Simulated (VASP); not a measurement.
Input of a VASP 6.6.1 run:

File INCAR:

```
SYSTEM = LiNbO3
  ALGO = Normal
  EDIFF = 1E-7
  ENCUT = 520
  GGA = PS
  ISIF = 2
  ISMEAR = -1
  LASPH = .True.
  LCHARG = .False.
  LREAL = .False.
  LWAVE = .False.
  NBANDS = 45
  NELM = 80
  PREC = Accurate
  SIGMA = 0.03
```

KPOINTS

```
k-points
0
Gamma
  6 6 6
  0 0 0
```

POSCAR

```
LiNbO3
1.0
    2.5673515918      1.4822611326      4.6081805666
   -2.5673515918      1.4822611326      4.6081805666
    0.0000000000     -2.9645222653      4.6081805666
Li Nb O
2 2 6
Direct
    0.7817366487      0.7817366487      0.7817366487
    0.2817366487      0.2817366487      0.2817366487
    0.4993852046      0.4993852046      0.4993852046
    0.9993852046      0.9993852046     -0.0006147954
    0.6103009941      0.2196205889      0.8609565636
    0.8609565636      0.6103009941      0.2196205889
    0.1103009941      0.3609565636      0.7196205889
    0.2196205889      0.8609565636      0.6103009941
    0.7196205889      0.1103009941      0.3609565636
    0.3609565636      0.7196205889      0.1103009941
```

Potentials or basis: VASP PAW PBE potentials, release 64 (Li_sv, Nb_sv, O).

Run with:

```bash
$ cat potpaw_PBE.64/Li_sv/POTCAR potpaw_PBE.64/Nb_sv/POTCAR potpaw_PBE.64/O/POTCAR > POTCAR
$ mpirun -np 1 vasp_std > vasp.out
```

**Question.** Predict the band gap on the k mesh.

**Answer.** 3.51 eV (least direct gap 3.52 eV).

**Question.** What does it give for the largest force?

**Answer.** 0.038 eV/Å.

Forces on the atoms (eV/Å):
```
Li   0.000  0.000  0.003
Li   0.000  0.000  0.003
Nb   0.000  0.000 -0.038
Nb   0.000  0.000 -0.038
O    0.013  0.005  0.012
O   -0.011  0.009  0.012
O    0.011  0.009  0.012
O   -0.002 -0.014  0.012
O   -0.013  0.005  0.012
O    0.002 -0.014  0.012
```

Caveat: the PAW data sets were made with another functional, which shifts forces and pressure a little. A k mesh can miss the band edges.
